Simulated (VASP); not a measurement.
A run of VASP 6.6.1:

Contents of INCAR:

```
ALGO     = Normal         # electronic algorithm
EDIFF    = 1E-6           # SCF threshold, eV
ENCUT    = 500            # plane-wave cutoff, eV
GGA      = CA             # functional
GGA_COMPAT= F            
ISIF     = 2              # what is computed and relaxed
ISMEAR   = 0              # smearing method
LASPH    = T              # aspherical terms in the spheres
LCHARG   = F              # write CHGCAR
LREAL    = F              # projectors in reciprocal space
LWAVE    = F              # write WAVECAR
NBANDS   = 21             # bands
NELM     = 120            # most SCF steps
PREC     = Accurate       # precision mode
SIGMA    = 0.1            # smearing width, eV
```

KPOINTS

```
k-points
0
Gamma
  12 12 12
```

File POSCAR:

```
Ge
1.0
    0.0000000000      2.8109399903      2.8109399903
    2.8109399903      0.0000000000      2.8109399903
    2.8109399903      2.8109399903      0.0000000000
Ge
2
Direct
    0.0000000000      0.0000000000      0.0000000000
    0.2500000000      0.2500000000      0.2500000000
```

Potentials or basis: VASP PAW LDA potentials, release 64 (Ge_d).

Run with:

```sh
$ cat potpaw_LDA.64/Ge_d/POTCAR > POTCAR
$ mpirun -np 1 vasp_std > vasp.out
```

Hardware: 1 thread of AMD EPYC 7R43 64-Core Processor (Zen 3), on a shared host.

Task: Estimate the wall time of this run.

Result: It took 94 s on 1 thread of AMD EPYC 7R43 64-Core Processor (Zen 3), with other jobs on the host, peak memory 0.14 GiB. Counts: scf iterations 11, k points 72.
